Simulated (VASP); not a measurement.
# Pb (Im-3m) in VASP: a series of runs

Runs on Pb. Level: LDA. Tasks: single point.

Program: VASP 6.6.1. These are calculated values, not measurements. Logs are shortened: lines on timing, memory, paths and dates and some standing lists are left out, and cuts for length are marked.

### Step 1. The cell of the first run

Symmetry: Im-3m, No. 229, cubic system. The conventional cell has a = 3.959 Å, b = 3.959 Å, c = 3.959 Å, α = 90.00°, β = 90.00°, γ = 90.00°. Within 4.5 Å of Pb (site symmetry m-3m) lie 14 Pb at 3.43 to 3.96 Å.

This isn't the form of Pb at room conditions, which is fcc.

### Step 2. Single point, LDA

Input file INCAR:

```
SYSTEM = Pb
PREC = Accurate
ENCUT = 520
EDIFF = 1E-6
ISMEAR = 0
SIGMA = 0.15
LREAL = .FALSE.
LASPH = .TRUE.
NELM = 100
ALGO = Fast
ISIF = 2
LWAVE = .FALSE.
LCHARG = .FALSE.
NBANDS = 13
```

Input file KPOINTS:

```
regular mesh
0
G
  18 18 18
  0 0 0
```

Input file POSCAR:

```
Pb
1.0
   -1.9796595667      1.9796595667      1.9796595667
    1.9796595667     -1.9796595667      1.9796595667
    1.9796595667      1.9796595667     -1.9796595667
Pb
1
Direct
    0.0000000000      0.0000000000      0.0000000000
```

Potentials or basis: VASP PAW LDA potentials, release 64 (Pb_d).

Started as:

```sh
$ cat potpaw_LDA.64/Pb_d/POTCAR > POTCAR
$ mpirun -np 1 vasp_std > vasp.out
```

OUTCAR:

```text
SYSTEM = Pb
   PREC = Accurate
   ENCUT = 520
   EDIFF = 1E-6
   ISMEAR = 0
   LREAL = .FALSE.
   LASPH = .TRUE.
   NELM = 100
   ISIF = 2

 ion  position               nearest neighbor table
   1  0.000  0.000  0.000-

  LATTYP: Found a body centered cubic cell.
 ALAT       =     3.9593191334

  Lattice vectors:

 A1 = (  -1.9796595667,   1.9796595667,   1.9796595667)
 A2 = (   1.9796595667,  -1.9796595667,   1.9796595667)
 A3 = (   1.9796595667,   1.9796595667,  -1.9796595667)

Analysis of symmetry for initial positions (statically):
=====================================================================
 Subroutine PRICEL returns:
 Original cell was already a primitive cell.

 Routine SETGRP: Setting up the symmetry group for a
 body centered cubic supercell.

 Subroutine GETGRP returns: Found 48 space group operations
 (whereof 48 operations were pure point group operations)
 out of a pool of 48 trial point group operations.

The static configuration has the point symmetry O_h .

Analysis of symmetry for dynamics (positions and initial velocities):
=====================================================================
 Subroutine PRICEL returns:
 Original cell was already a primitive cell.

 Routine SETGRP: Setting up the symmetry group for a
 body centered cubic supercell.

 Subroutine GETGRP returns: Found 48 space group operations
 (whereof 48 operations were pure point group operations)
 out of a pool of 48 trial point group operations.

The dynamic configuration has the point symmetry O_h .

 Subroutine INISYM returns: Found 48 space group operations
 (whereof 48 operations are pure point group operations),
 and found     1 'primitive' translations

----------------------------------------------------------------------------------------

                                     Primitive cell

  volume of cell :      31.0336

  direct lattice vectors                    reciprocal lattice vectors
    -1.979659567  1.979659567  1.979659567     0.000000000  0.252568678  0.252568678
     1.979659567 -1.979659567  1.979659567     0.252568678  0.000000000  0.252568678
     1.979659567  1.979659567 -1.979659567     0.252568678  0.252568678  0.000000000

  length of vectors
     3.428870951  3.428870951  3.428870951     0.357186050  0.357186050  0.357186050

  position of ions in fractional coordinates (direct lattice)
     0.000000000  0.000000000  0.000000000

  ion indices of the primitive-cell ions
   primitive index   ion index
                 1           1

----------------------------------------------------------------------------------------

 KPOINTS: regular mesh

Automatic generation of k-mesh.
 Grid dimensions read from file:
 generate k-points for:   18   18   18

 Generating k-lattice:

  Cartesian coordinates                     Fractional coordinates (reciprocal lattice)
     0.000000000  0.014031593  0.014031593     0.055555556  0.000000000  0.000000000
     0.014031593  0.000000000  0.014031593     0.000000000  0.055555556  0.000000000
     0.014031593  0.014031593  0.000000000     0.000000000  0.000000000  0.055555556

  Length of vectors
     0.019843669  0.019843669  0.019843669

  Shift w.r.t. Gamma in fractional coordinates (k-lattice)
     0.000000000  0.000000000  0.000000000

 Subroutine IBZKPT returns following result:
 ===========================================

 Found    195 irreducible k-points:

 Following reciprocal coordinates:
            Coordinates               Weight
  0.000000  0.000000  0.000000      1.000000
  0.055556  0.000000  0.000000     12.000000
  0.111111  0.000000  0.000000     12.000000
  0.166667  0.000000  0.000000     12.000000
  0.222222  0.000000  0.000000     12.000000
  0.277778  0.000000  0.000000     12.000000
[... 16 lines left out ...]
  0.333333  0.111111  0.000000     48.000000
  0.388889  0.111111  0.000000     48.000000
 [... further k-points ...]
   k-points           NKPTS =    195   k-points in BZ     NKDIM =    195   number of bands    NBANDS=     13
   number of dos      NEDOS =    301   number of ions     NIONS =      1
   total plane-waves  NPLWV =  21952
   dimension x,y,z NGX =    28 NGY =   28 NGZ =   28
   dimension x,y,z NGXF=    56 NGYF=   56 NGZF=   56
   ions per type =               1
   NGX,Y,Z   is equivalent  to a cutoff of  13.58, 13.58, 13.58 a.u.
   NGXF,Y,Z  is equivalent  to a cutoff of  27.15, 27.15, 27.15 a.u.
 SYSTEM =  Pb
   PREC   = accura    normal or accurate (medium, high low for compatibility)
   ISTART =      0    job   : 0-new  1-cont  2-samecut
   ICHARG =      2    charge: 1-file 2-atom 10-const
   ISPIN  =      1    spin polarized calculation?
   LNONCOLLINEAR =      F non collinear calculations
   LSORBIT =      F    spin-orbit coupling
   LASPH  =      T    aspherical Exc in radial PAW
   ENCUT  =  520.0 eV  38.22 Ry    6.18 a.u.   6.38  6.38  6.38*2*pi/ulx,y,z
   NELM   =    100;   NELMIN=  2; NELMDL= -5     # of ELM steps
   EDIFF  = 0.1E-05   stopping-criterion for ELM
   LREAL  =      F    real-space projection
   EDIFFG = 0.1E-04   stopping-criterion for IOM
   NSW    =      0    number of steps for IOM
   IBRION =     -1    ionic relax: 0-MD 1-quasi-New 2-CG
   NFREE  =      0    steps in history (QN), initial steepest desc. (CG)
   ISIF   =      2    stress and relaxation
   ISYM   =      2    0-nonsym 1-usesym 2-fastsym
   POTIM  = 0.5000    time-step for ionic-motion
   TEBEG  =    0.0;   TEEND  =   0.0 temperature during run
   PSTRESS=    0.0 pullay stress
   NELECT =      14.0000    total number of electrons
   NUPDOWN=      -1.0000    fix difference up-down
   EMIN   =  10.00;   EMAX   =-10.00  energy-range for DOS
   EFERMI =   0.00;   METHOD = LEGACY
   ISMEAR =     0;   SIGMA  =   0.15  broadening in eV -4-tet -1-fermi 0-gaus
   EFERMI_NEDOS =   21; number of points for ismear=-14 and -15
   IALGO  =     68    algorithm
   IMIX   =      4    mixing-type and parameters
     AMIX     =   0.40;   BMIX     =  1.00
     AMIX_MAG =   1.60;   BMIX_MAG =  1.00
  volume/ion in A,a.u.               =      31.03       209.42
  Fermi-wavevector in a.u.,A,eV,Ry     =   1.255568  2.372680 21.448927  1.576452
  Thomas-Fermi vector in A             =   2.389319
   LORBIT       =      0    0 simple, 1 ext, 2 COOP (PROOUT), +10 PAW based schemes
   GGA     = CA    functional components
   LHFCALC =     F    Hartree Fock is set to
   AEXX    =    0.0000 exact exchange contribution
   IVDW    =     0    specifies the selected vdW correction
   LEPSILON=     F    determine dielectric tensor
   LRPA    =     F    only Hartree local field effects (RPA)
 non-spin polarized calculation
 RMM-DIIS sequential band-by-band and
 Gauss-broadening in eV      SIGMA  =   0.15
  energy-cutoff  :      520.00
  volume of cell :       31.03
 maximum number of plane-waves:       887
 NGX is ok and might be reduce to    28
   NGX = 13   NGY = 13   NGZ = 13

 number of electron      14.0000002 magnetization

 Free energy of the ion-electron system (eV)
  ---------------------------------------------------
  ext. energy  EPLUGINS =         0.00000000
  ---------------------------------------------------
  free energy    TOTEN  =        -4.19953488 eV

  energy without entropy =       -4.19325081  energy(sigma->0) =       -4.19639285

 E-fermi :   6.7301     XC(G=0): -10.3479

 val. band max:        6.7220594748   @ k =  -0.2778   0.3333   0.2222
 cond. band min:       6.7543640745   @ k =   0.2778   0.1667   0.1667
 fundamental gap:      0.0323045996
 Fermi energy:         6.7300644528

 k-point     1 :       0.0000    0.0000    0.0000
  band No.  band energies     occupation
      1     -10.2990      2.00000
      2     -10.2990      2.00000
      3     -10.2990      2.00000
      4     -10.0702      2.00000
      5     -10.0702      2.00000
      6      -4.8646      2.00000
      7      14.1070      0.00000
      8      14.1070      0.00000
      9      14.1070      0.00000
     10      17.8753      0.00000
     11      17.8753      0.00000
     12      17.8753      0.00000
     13      18.3923      0.00000

 k-point     2 :       0.0556    0.0000    0.0000
  band No.  band energies     occupation
      1     -10.3014      2.00000
      2     -10.2958      2.00000
      3     -10.2883      2.00000
      4     -10.0729      2.00000
      5     -10.0704      2.00000
      6      -4.8034      2.00000
      7      13.4237      0.00000
      8      13.8942      0.00000
      9      14.0289      0.00000
     10      17.3851      0.00000
     11      17.6887      0.00000
     12      17.7962      0.00000
     13      18.8489      0.00000

 k-point     3 :       0.1111    0.0000    0.0000
  band No.  band energies     occupation
      1     -10.3083      2.00000
      2     -10.2876      2.00000
      3     -10.2576      2.00000
      4     -10.0803      2.00000
      5     -10.0711      2.00000
      6      -4.6197      2.00000
      7      11.9590      0.00000
      8      13.3583      0.00000
      9      13.7994      0.00000
     10      16.6262      0.00000
     11      17.2987      0.00000
     12      17.7136      0.00000
     13      19.5511      0.00000
[... 305 lines left out ...]
 k-point    23 :       0.3333    0.1111    0.0000
  band No.  band energies     occupation
      1     -10.3533      2.00000
      2     -10.2703      2.00000
      3     -10.0973      2.00000
      4     -10.0824      2.00000
      5      -9.9876      2.00000
      6      -1.8888      2.00000
      7       4.3487      2.00000
      8       9.1738      0.00000
      9      11.4316      0.00000
     10      15.3310      0.00000
     11      17.3485      0.00000
     12      18.8220      0.00000
     13      21.5552      0.00000

 k-point    24 :       0.3889    0.1111    0.0000
  band No.  band energies     occupation
      1     -10.3593      2.00000
      2     -10.2752      2.00000
      3     -10.0904      2.00000
      4     -10.0839      2.00000
      5      -9.9603      2.00000
      6      -1.3002      2.00000
      7       3.4148      2.00000
      8       8.9236      0.00000
      9      11.2650      0.00000
     10      15.2025      0.00000
     11      17.2567      0.00000
     12      19.4732      0.00000
     13      21.0910      0.00000

 [... further k-points ...]
[... 5 lines left out ...]
  --------------------------------------------------------------------------------------
  -------------------------------------------------------------------------------------
  Total       -0.5809668     -0.5809668     -0.5809668      0.0000000     -0.0000000     -0.0000000
  in kB      -29.9937219    -29.9937219    -29.9937219      0.0000000     -0.0000000     -0.0000000
  external PRESSURE =     -29.9937219 kB  Pullay stress =       0.0000000 kB

 VOLUME and BASIS-vectors are now :
 -----------------------------------------------------------------------------
  energy-cutoff  :      520.00
  volume of cell :       31.03
      direct lattice vectors                 reciprocal lattice vectors
    -1.979659567  1.979659567  1.979659567     0.000000000  0.252568678  0.252568678
     1.979659567 -1.979659567  1.979659567     0.252568678  0.000000000  0.252568678
     1.979659567  1.979659567 -1.979659567     0.252568678  0.252568678  0.000000000

 POSITION                                       TOTAL-FORCE (eV/Angst)
 -----------------------------------------------------------------------------------
      0.00000      0.00000      0.00000         0.000000      0.000000      0.000000
 -----------------------------------------------------------------------------------
    total drift:                               -0.000000     -0.000000     -0.000000

  FREE ENERGIE OF THE ION-ELECTRON SYSTEM (eV)
  ---------------------------------------------------
  free  energy   TOTEN  =        -4.1995348820 eV

  energy  without entropy=       -4.1932508103  energy(sigma->0) =       -4.19639285
```

Wall time 35 s (1 thread of Intel Xeon 6975P-C (Granite Rapids), shared host); peak memory 0.19 GiB.

Results:

```
Free energy            : -4.1995 eV
Pressure               : -3.0 GPa
Band gap on the k mesh : zero (bands 7 and 8 overlap by 9.35 eV)
```

Levels at points of the mesh, in eV from the Fermi level:
| k point | band 4 | band 5 | band 6 | band 7 | band 8 | band 9 | band 10 | band 11 |
| --- | --- | --- | --- | --- | --- | --- | --- | --- |
| (0.00, 0.00, 0.00) | -16.80 | -16.80 | -11.59 | 7.38 | 7.38 | 7.38 | 11.15 | 11.15 |
| (0.50, 0.00, 0.00) | -16.81 | -16.66 | -7.88 | -3.92 | 3.36 | 5.08 | 7.54 | 8.93 |
| (0.50, 0.50, 0.50) | -16.70 | -16.70 | -5.27 | -0.35 | -0.35 | -0.35 | 4.66 | 4.66 |

Caveat: spin-orbit coupling is left out, which moves the levels of the heavy elements.

### Step 3. Single point, LDA

Input file INCAR:

```
PREC = Accurate
ENCUT = 520
EDIFF = 1E-6
ISMEAR = 0
SIGMA = 0.15
LREAL = False
LASPH = True
NELM = 60
ALGO = Normal
ISIF = 2
LWAVE = False
LCHARG = False
GGA = CA
NBANDS = 13
```

Input file KPOINTS:

```
Automatic mesh
0
Gamma
  18 18 18
```

POSCAR is that of step 2.

Potentials or basis: VASP PAW LDA potentials, release 64 (Pb_d).

Started as:

```sh
$ cat potpaw_LDA.64/Pb_d/POTCAR > POTCAR
$ mpirun -np 1 vasp_std > vasp.out
```

Wall time 22 s (1 thread of Intel Xeon 6975P-C (Granite Rapids), shared host); peak memory 0.19 GiB.

The run converged. Its results:

* Free energy: -4.1995 eV
* Pressure: -3.0 GPa
* Band gap on the k mesh: zero (bands 7 and 8 overlap by 9.35 eV)

Levels at points of the mesh, in eV from the Fermi level:
```tsv
k point	band 3	band 4	band 5	band 6	band 7	band 8	band 9	band 10	band 11	band 12
(0.00, 0.00, 0.00)	-17.03	-16.80	-16.80	-11.59	7.38	7.38	7.38	11.15	11.15	11.15
(0.50, 0.00, 0.00)	-16.82	-16.81	-16.66	-7.88	-3.92	3.36	5.08	7.54	8.93	13.80
(0.50, 0.50, 0.50)	-16.70	-16.70	-16.70	-5.27	-0.35	-0.35	-0.35	4.66	4.66	16.37
```

Caveat: spin-orbit coupling is left out, which moves the levels of the heavy elements.
